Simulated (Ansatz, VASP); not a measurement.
This is a calculation of Cu for VASP 6.6.1.

The input INCAR:

```
SYSTEM = Cu
  PREC = Accurate
  ENCUT = 600
  EDIFF = 1E-7
  ISMEAR = -1
  SIGMA = 0.05
  LREAL = .False.
  LASPH = .True.
  NELM = 100
  ALGO = Normal
  ISIF = 3
  LWAVE = .False.
  LCHARG = .False.
  GGA = PS
  IBRION = 2
  NSW = 80
  EDIFFG = -0.02
```

The input KPOINTS:

```
regular mesh
0
Gamma
  11 11 11
  0 0 0
```

POSCAR

```
Cu
1.0
    1.2184636900     -3.9763780104      0.0000000000
    1.2184636900      3.9763780104      0.0000000000
    0.0000000000      0.0000000000      2.4754955235
Cu
2
Direct
    0.8661333500      0.1338666500      0.7500000000
    0.1338666500      0.8661333500      0.2500000000
```

Potentials or basis: VASP PAW PBE potentials, release 64 (Cu).

The run is started by

```bash
$ cat potpaw_PBE.64/Cu/POTCAR > POTCAR
$ mpirun -np 1 vasp_std > vasp.out
```

Task: Translate it to Ansatz 0.2.0. Potentials there: all-electron LAPW, scalar-relativistic.

Result: As run (the cutoff follows the program's own potentials):

The input input.yaml:

```yaml
crystal:
  lattice:
    - [1.21846369, -3.9763780104, 0.0]
    - [1.21846369, 3.9763780104, 0.0]
    - [0.0, 0.0, 2.4754955235]
  atoms:
    - { symbol: Cu, position: [0.86613335, 0.13386665, 0.75] }
    - { symbol: Cu, position: [0.13386665, 0.86613335, 0.25] }
kpoints:
  mp_grid: { grid: [11, 11, 11] }
scf:
  occupations: { method: fermi_dirac, width: 0.05 }
hamiltonian:
  xc: pbesol
  pseudopotentials: { kind: all_electron, lapw: { basis_error: 0.001 } }
output:
  forces: true
  stress: true
relax:
  f_tol: 0.02
  max_steps: 60
  cell: {}
```

Potentials or basis: all-electron LAPW, scalar-relativistic.

Run with:

```console
$ ansatz run input.yaml --threads 1 --pin off --max-ram 3072MiB --backend cpu --events-out ev --progress --plain --runs-dir out
```

Both were run:

|  | VASP | Ansatz | Ansatz less VASP |
| --- | --- | --- | --- |
| relaxed volume (Å³/atom) | 11.92 | 11.87 | -0.047 |
| relaxed length of the cell vector where the two differ most in proportion (Å) | 4.139 | 4.129 | -0.0095 |

VASP's potentials were made for PBE, not for PBEsol. Ansatz ran all-electron here, and VASP with PAW potentials.
